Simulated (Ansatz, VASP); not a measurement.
Te in VASP and in Ansatz

Contents of INCAR:

```
SYSTEM = Te
  PREC = Accurate
  ENCUT = 520
  EDIFF = 1E-7
  ISMEAR = -1
  SIGMA = 0.1
  LREAL = .FALSE.
  LASPH = .TRUE.
  NELM = 60
  ALGO = Normal
  ISIF = 2
  LWAVE = .FALSE.
  LCHARG = .TRUE.
  GGA = B5
  ALDAX = 1.0
  AGGAX = 1.0
  AGGAC = 1.0
  ALDAC = 0.0
  LELF = .TRUE.
  LVHAR = .TRUE.
  NBANDS = 9
```

KPOINTS

```
Automatic mesh
0
G
  11 11 11
  0 0 0
```

The input POSCAR:

```
Te
1.0
    3.2945378932      0.0000000000      0.0000000000
    0.0000000000      3.2945378932      0.0000000000
    0.0000000000      0.0000000000      3.2945378932
Te
1
Direct
    0.0000000000      0.0000000000      0.0000000000
```

Input for Ansatz:

```yaml
crystal:
  lattice:
    - [3.2945378932, 0.0, 0.0]
    - [0.0, 3.2945378932, 0.0]
    - [0.0, 0.0, 3.2945378932]
  atoms:
    - { symbol: Te, position: [0.0, 0.0, 0.0] }
hamiltonian:
  xc: blyp
  pseudopotentials:
    kind: paw
    azcp:
      Te: "pseudopotentials/Te.paw.azcp"
basis:
  ecutwfc: 420
  fft_grid_basis: typed
kpoints:
  mp_grid: { grid: [11, 11, 11], shift: [0, 0, 0] }
magnetization:
  spin_polarized: false
scf:
  occupations: { method: fermi_dirac, width: 0.1 }
  lower_state_search: "off"
output:
  stress: true
```

Alike in both runs: task single point; functional BLYP; k mesh 11 × 11 × 11; occupations fermi-dirac, width 0.1 eV; no spin polarisation.

|  | VASP | Ansatz |
| --- | --- | --- |
| version | VASP 6.6.1 | Ansatz 0.2.0 |
| potentials or method | VASP PAW PBE potentials, release 64 (Te), cutoff 520 eV | plane waves (420 eV) with PAW, scalar-relativistic |
| valence electrons in the cell | 6 | 16 |

Ansatz gave:

```
pressure (GPa) : -0.1
```

Question: Which values does VASP return?

Answer: Pressure (GPa): 0.1.

VASP's potentials were made for PBE, not for BLYP. The functional is the same, so the differences come from potentials, cutoffs and numerics. VASP's potentials hold 6 valence electrons a cell and Ansatz's 16, so a difference there can come from the potentials and not from the codes.

Neither program's run includes spin-orbit coupling.
